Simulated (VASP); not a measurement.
The system is RbNa.

```xyz
2
Lattice="3.9877 0.0000 0.0000 0.0000 3.9877 0.0000 0.0000 0.0000 3.9877" Properties=species:S:1:pos:R:3 pbc="T T T"
Rb    0.0000    0.0000    0.0000
Na    1.9939    1.9939    1.9939
```

```yaml
Program: VASP 6.6.1
Task: relaxation of cell and atoms
Functional: PBE
Potentials_or_basis: VASP PAW PBE potentials, release 64 (Rb_sv, Na_pv)
Cutoff: 600 eV
k_mesh: 4 × 4 × 4
Occupations: gaussian, width 0.1 eV
Spin: no spin polarisation
```

At the start: pressure 9.4 GPa; volume 31.71 Å³/atom.

Task: Where does the relaxation end?

Result: Over 5 steps the energy falls by 538.1 meV/atom and the volume is 61.50 Å³/atom (+94.0 %); space group Pm-3m (No. 221, to 0.05 Å).

Step by step:
| step | energy change (eV) | largest force (eV/Å) | pressure (GPa) | volume (Å³) |
| --- | --- | --- | --- | --- |
| 1 | 0.0000 | 0.0000 | 9.39 | 63.41 |
| 2 | -0.7215 | 0.0000 | 3.74 | 82.04 |
| 3 | -1.0304 | 0.0000 | 0.93 | 105.53 |
| 4 | -1.0725 | 0.0000 | 0.22 | 117.90 |
| 5 | -1.0762 | 0.0000 | 0.02 | 123.00 |

Final structure:
```
Rb Na
1.0
     4.97313    0.00000    0.00000
     0.00000    4.97313    0.00000
     0.00000    0.00000    4.97313
Rb Na
1 1
Direct
  0.00000 0.00000 0.00000
  0.50000 0.50000 0.50000
```

Caveat: the k points lie up to 0.32 Å⁻¹ apart in the final cell; the volume moved by over 15 % at a fixed basis, so the end points are rough.
